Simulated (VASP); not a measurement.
# P: single point with BLYP

P:

```
P
1.0
     2.62690    0.00000    0.00000
     0.00000    2.62690    0.00000
     0.00000    0.00000    2.62690
P
1
Direct
  0.00000 0.00000 0.00000
```

This cell differs from its parent crystal: volume scaled by 1.12.

```
Program             : VASP 6.6.1
Task                : single point
Functional          : BLYP
Potentials or basis : VASP PAW PBE potentials, release 64 (P)
Cutoff              : 520 eV
k mesh              : 14 × 14 × 14
Occupations         : fermi-dirac, width 0.1 eV
Spin                : no spin polarisation
```

```json
{
  "Pressure": "-7.1 GPa"
}
```

Levels at points of the mesh, in eV from the Fermi level:
| k point | band 1 | band 2 | band 3 | band 4 | band 5 | band 6 | band 7 | band 8 |
| --- | --- | --- | --- | --- | --- | --- | --- | --- |
| (0.00, 0.00, 0.00) | -14.31 | 3.96 | 3.96 | 3.96 | 7.32 | 7.32 | 12.34 | 21.91 |
| (0.50, 0.00, 0.00) | -11.10 | -6.66 | 5.91 | 5.91 | 9.37 | 13.77 | 13.77 | 15.25 |
| (0.50, 0.50, 0.00) | -7.73 | -4.11 | -4.11 | 2.68 | 7.68 | 14.86 | 15.79 | 15.79 |
| (0.50, 0.50, 0.50) | -3.88 | -1.83 | -1.83 | -1.83 | 5.71 | 5.71 | 5.71 | 11.64 |

It took 8.1 s on 1 thread of Intel(R) Xeon(R) Platinum 8375C CPU @ 2.90GHz (Ice Lake), with other jobs on the host, peak memory 0.12 GiB.

Caveat: the PAW data sets were made with another functional, which shifts forces and pressure a little.
